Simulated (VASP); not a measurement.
# SiO2 (P4_12_12) in VASP: relaxation of the atoms with PBE

Aim: the relaxation of the atoms of SiO2 with PBE.

All numbers are computed with VASP 6.6.1; they aren't measurements. Logs are shortened: lines on timing, memory, paths and dates and some standing lists are left out, and cuts for length are marked.

## (1) The cell of the first run

Symmetry: P4_12_12, No. 92, tetragonal system. The conventional cell has a = 4.933 Å, b = 4.933 Å, c = 6.465 Å, α = 90.00°, β = 90.00°, γ = 90.00°. Si (site symmetry 2) has 4 O at 1.62 Å within 2.2 Å. Within 2.2 Å of O (site symmetry 1) lie 2 Si at 1.62 Å.

## (2) Relaxation of the atoms, PBE

Input file INCAR:

```
PREC = Accurate
ENCUT = 520
EDIFF = 1E-7
ISMEAR = -1
SIGMA = 0.02
LREAL = False
LASPH = True
NELM = 80
ALGO = Normal
ISIF = 2
LWAVE = False
LCHARG = False
GGA = PE
IBRION = 2
NSW = 80
EDIFFG = -0.02
```

Input file KPOINTS:

```
Automatic mesh
0
Gamma
  4 4 3
```

Input file POSCAR:

```
SiO2
1.0
    4.9329000000      0.0000000000      0.0000000000
    0.0000000000      4.9329000000      0.0000000000
    0.0000000000      0.0000000000      6.4645000000
Si O
4 8
Direct
    0.6822900000      0.6822900000      0.5000000000
    0.8177100000      0.1822900000      0.7500000000
    0.3177100000      0.3177100000      0.0000000000
    0.1822900000      0.8177100000      0.2500000000
    0.3645700000      0.7316500000      0.4480700000
    0.7683500000      0.8645700000      0.6980700000
    0.6354300000      0.2683500000      0.9480700000
    0.2316500000      0.1354300000      0.1980700000
    0.8645700000      0.7683500000      0.3019300000
    0.2683500000      0.6354300000      0.0519300000
    0.1354300000      0.2316500000      0.8019300000
    0.7316500000      0.3645700000      0.5519300000
```

Potentials or basis: VASP PAW PBE potentials, release 64 (Si, O).

Command:

```sh
$ cat potpaw_PBE.64/Si/POTCAR potpaw_PBE.64/O/POTCAR > POTCAR
$ mpirun -np 1 vasp_std > vasp.out
```

OUTCAR:

```text
PREC = Accurate
   ENCUT = 520
   EDIFF = 1E-7
   ISMEAR = -1
   LREAL = False
   LASPH = True
   NELM = 80
   ISIF = 2
   GGA = PE
   IBRION = 2
   NSW = 80
   EDIFFG = -0.02

 ion  position               nearest neighbor table
   1  0.682  0.682  0.500-   6 1.62   9 1.62   5 1.62  12 1.62   2 3.02   4 3.02   2 3.02   4 3.02

   2  0.818  0.182  0.750-   7 1.62  12 1.62  11 1.62   6 1.62   1 3.02   3 3.02   1 3.02   3 3.02

   3  0.318  0.318  0.000-   8 1.62  11 1.62  10 1.62   7 1.62   2 3.02   4 3.02   4 3.02   2 3.02

   4  0.182  0.818  0.250-   5 1.62  10 1.62   9 1.62   8 1.62   1 3.02   3 3.02   3 3.02   1 3.02

   5  0.365  0.732  0.448-   4 1.62   1 1.62
   6  0.768  0.865  0.698-   1 1.62   2 1.62
   7  0.635  0.268  0.948-   2 1.62   3 1.62
   8  0.232  0.135  0.198-   3 1.62   4 1.62
   9  0.865  0.768  0.302-   1 1.62   4 1.62
  10  0.268  0.635  0.052-   4 1.62   3 1.62
  11  0.135  0.232  0.802-   3 1.62   2 1.62
  12  0.732  0.365  0.552-   2 1.62   1 1.62

  LATTYP: Found a simple tetragonal cell.
 ALAT       =     4.9329000000
 C/A-ratio  =     1.3104867319

  Lattice vectors:

 A1 = (   4.9329000000,   0.0000000000,   0.0000000000)
 A2 = (   0.0000000000,   4.9329000000,   0.0000000000)
 A3 = (   0.0000000000,   0.0000000000,   6.4645000000)

Analysis of symmetry for initial positions (statically):
=====================================================================
 Subroutine PRICEL returns:
 Original cell was already a primitive cell.

 Routine SETGRP: Setting up the symmetry group for a
 simple tetragonal supercell.

 Subroutine GETGRP returns: Found  8 space group operations
 (whereof  2 operations were pure point group operations)
 out of a pool of 16 trial point group operations.

The static configuration has the point symmetry C_2 .
 The point group associated with its full space group is D_4 .

Analysis of symmetry for dynamics (positions and initial velocities):
=====================================================================
 Subroutine PRICEL returns:
 Original cell was already a primitive cell.

 Routine SETGRP: Setting up the symmetry group for a
 simple tetragonal supercell.

 Subroutine GETGRP returns: Found  8 space group operations
 (whereof  2 operations were pure point group operations)
 out of a pool of 16 trial point group operations.

The dynamic configuration has the point symmetry C_2 .
 The point group associated with its full space group is D_4 .

 Subroutine INISYM returns: Found  8 space group operations
 (whereof  2 operations are pure point group operations),
 and found     1 'primitive' translations

[... 94 lines left out ...]
   ICHARG =      2    charge: 1-file 2-atom 10-const
   ISPIN  =      1    spin polarized calculation?
   LNONCOLLINEAR =      F non collinear calculations
   LSORBIT =      F    spin-orbit coupling
   LASPH  =      T    aspherical Exc in radial PAW
   ENCUT  =  520.0 eV  38.22 Ry    6.18 a.u.   9.17  9.17 12.02*2*pi/ulx,y,z
   NELM   =     80;   NELMIN=  2; NELMDL= -5     # of ELM steps
   EDIFF  = 0.1E-06   stopping-criterion for ELM
   LREAL  =      F    real-space projection
   EDIFFG = -.2E-01   stopping-criterion for IOM
   NSW    =     80    number of steps for IOM
   IBRION =      2    ionic relax: 0-MD 1-quasi-New 2-CG
   NFREE  =      1    steps in history (QN), initial steepest desc. (CG)
   ISIF   =      2    stress and relaxation
   ISYM   =      2    0-nonsym 1-usesym 2-fastsym
   POTIM  = 0.5000    time-step for ionic-motion
   TEBEG  =    0.0;   TEEND  =   0.0 temperature during run
   PSTRESS=    0.0 pullay stress
   NELECT =      64.0000    total number of electrons
   NUPDOWN=      -1.0000    fix difference up-down
   EMIN   =  10.00;   EMAX   =-10.00  energy-range for DOS
   EFERMI =   0.00;   METHOD = LEGACY
   ISMEAR =    -1;   SIGMA  =   0.02  broadening in eV -4-tet -1-fermi 0-gaus
   EFERMI_NEDOS =   21; number of points for ismear=-14 and -15
   IALGO  =     38    algorithm
   IMIX   =      4    mixing-type and parameters
     AMIX     =   0.40;   BMIX     =  1.00
     AMIX_MAG =   1.60;   BMIX_MAG =  1.00
  volume/ion in A,a.u.               =      13.11        88.46
  Fermi-wavevector in a.u.,A,eV,Ry     =   1.213077  2.292383 20.021726  1.471555
  Thomas-Fermi vector in A             =   2.348540
   LORBIT       =      0    0 simple, 1 ext, 2 COOP (PROOUT), +10 PAW based schemes
   GGA     = PE    functional components
   LHFCALC =     F    Hartree Fock is set to
   AEXX    =    0.0000 exact exchange contribution
   IVDW    =     0    specifies the selected vdW correction
   LEPSILON=     F    determine dielectric tensor
   LRPA    =     F    only Hartree local field effects (RPA)
 conjugate gradient relaxation of ions
 non-spin polarized calculation
  energy-cutoff  :      520.00
  volume of cell :      157.30
 maximum number of plane-waves:      4250
 NGX is ok and might be reduce to    40
   NGX = 19   NGY = 19   NGZ = 25

--------------------------------------- Ionic step        1  -------------------------------------------

 number of electron      63.9999990 magnetization

 Free energy of the ion-electron system (eV)
  ---------------------------------------------------
  ext. energy  EPLUGINS =         0.00000000
  ---------------------------------------------------
  free energy    TOTEN  =       -94.64249503 eV

  energy without entropy =      -94.64249503  energy(sigma->0) =      -94.64249503

------------------------ aborting loop because EDIFF is reached ----------------------------------------

  FORCE on cell =-STRESS in cart. coord.  units (eV):
  Direction    XX          YY          ZZ          XY          YZ          ZX
  --------------------------------------------------------------------------------------
  -------------------------------------------------------------------------------------
  Total        3.0601319      3.0601319      6.3142569      0.0000000     -0.0000000      0.0000000
  in kB       31.1681597     31.1681597     64.3121857      0.0000000     -0.0000000      0.0000000
  external PRESSURE =      42.2161684 kB  Pullay stress =       0.0000000 kB
[... 171 lines left out ...]
--------------------------------------- Ionic step        5  -------------------------------------------

 number of electron      64.0000003 magnetization

 Free energy of the ion-electron system (eV)
  ---------------------------------------------------
  ext. energy  EPLUGINS =         0.00000000
  ---------------------------------------------------
  free energy    TOTEN  =       -94.65260728 eV

  energy without entropy =      -94.65260728  energy(sigma->0) =      -94.65260728

 E-fermi :   1.2533     XC(G=0):  -8.9901

 val. band max:        0.8509780917   @ k =   0.0000   0.0000   0.0000
 cond. band min:       6.5088788698   @ k =   0.0000   0.0000   0.0000
 fundamental gap:      5.6579007780
 Fermi energy:         1.2532895556

 k-point     1 :       0.0000    0.0000    0.0000
  band No.  band energies     occupation
      1     -18.6430      2.00000
      2     -17.6662      2.00000
      3     -17.6662      2.00000
      4     -16.5253      2.00000
      5     -16.5253      2.00000
      6     -16.5238      2.00000
[... 532 lines left out ...]
  FREE ENERGIE OF THE ION-ELECTRON SYSTEM (eV)
  ---------------------------------------------------
  free  energy   TOTEN  =       -94.6526072752 eV

  energy  without entropy=      -94.6526072751  energy(sigma->0) =      -94.65260728

 reached required accuracy - stopping structural energy minimisation
```

OSZICAR:

```text
N       E                     dE             d eps       ncg     rms          rms(c)
DAV:   1     0.426940969948E+03    0.42694E+03   -0.33938E+04   936   0.151E+03
DAV:   2    -0.764957705725E+02   -0.50344E+03   -0.48921E+03  1196   0.342E+02
[... 45 lines left out ...]
DAV:   1    -0.946525748205E+02   -0.20142E-04   -0.25519E-02   950   0.971E-01    0.400E-02
DAV:   2    -0.946526146398E+02   -0.39819E-04   -0.52500E-04  1097   0.129E-01    0.176E-02
DAV:   3    -0.946526089702E+02    0.56696E-05   -0.80373E-06  1104   0.197E-02    0.959E-03
DAV:   4    -0.946526070318E+02    0.19384E-05   -0.84685E-06  1097   0.195E-02    0.194E-03
DAV:   5    -0.946526072608E+02   -0.22904E-06   -0.16470E-06  1104   0.740E-03    0.190E-03
DAV:   6    -0.946526072752E+02   -0.14335E-07   -0.51193E-08   685   0.138E-03
   5 F= -.94652607E+02 E0= -.94652607E+02  d E =-.429237E-02
```

Run time: 6.6 min. Hardware: 1 thread of Intel Xeon 8259CL, shared host; peak memory 0.28 GiB.

What came out:

- Free energy: -94.6526 eV
- Energy gained by relaxing: 0.8 meV/atom
- Ionic steps: 5
- Pressure after relaxing: 3.0 GPa
- Largest force after relaxing: 0.009 eV/Å
- Band gap on the k mesh: 5.66 eV

Forces in eV/Å, atoms in the order of the input:
```
Si  -0.007 -0.007  0.000
Si   0.007 -0.007  0.000
Si   0.007  0.007  0.000
Si  -0.007  0.007  0.000
O   -0.008 -0.003 -0.002
O    0.003 -0.008 -0.002
O    0.008  0.003 -0.002
O   -0.003  0.008 -0.002
O   -0.008  0.003  0.002
O    0.003  0.008  0.002
O    0.008 -0.003  0.002
O   -0.003 -0.008  0.002
```

The path:
```csv
step,energy change (eV),largest force (eV/Å),pressure (GPa)
1,0.0000,0.2020,4.22
2,-0.0051,0.2603,3.46
3,-0.0058,0.1957,3.65
4,-0.0101,0.0228,3.08
5,-0.0101,0.0093,3.00
```

Final structure:
```yaml
crystal:
  lattice:
    - [4.93290, 0.00000, 0.00000]
    - [0.00000, 4.93290, 0.00000]
    - [0.00000, 0.00000, 6.46450]
  atoms:
    - { symbol: Si, position: [0.68311, 0.68311, 0.50000] }
    - { symbol: Si, position: [0.81689, 0.18311, 0.75000] }
    - { symbol: Si, position: [0.31689, 0.31689, 0.00000] }
    - { symbol: Si, position: [0.18311, 0.81689, 0.25000] }
    - { symbol: O, position: [0.36386, 0.73101, 0.44996] }
    - { symbol: O, position: [0.76899, 0.86386, 0.69996] }
    - { symbol: O, position: [0.63614, 0.26899, 0.94996] }
    - { symbol: O, position: [0.23101, 0.13614, 0.19996] }
    - { symbol: O, position: [0.86386, 0.76899, 0.30004] }
    - { symbol: O, position: [0.26899, 0.63614, 0.05004] }
    - { symbol: O, position: [0.13614, 0.23101, 0.80004] }
    - { symbol: O, position: [0.73101, 0.36386, 0.55004] }
```

Levels at points of the mesh, in eV from the valence-band top:
```tsv
k point	band 28	band 29	band 30	band 31	band 32	band 33	band 34	band 35	band 36	band 37
(0.00, 0.00, 0.00)	-1.32	-0.86	-0.50	-0.50	0.00	5.66	8.81	8.81	9.43	9.45
(0.50, 0.00, 0.00)	-0.97	-0.75	-0.75	-0.53	-0.53	7.77	7.77	9.17	9.17	9.62
(0.50, 0.50, 0.00)	-1.25	-0.58	-0.58	-0.50	-0.50	8.53	8.53	8.67	8.67	9.50
```
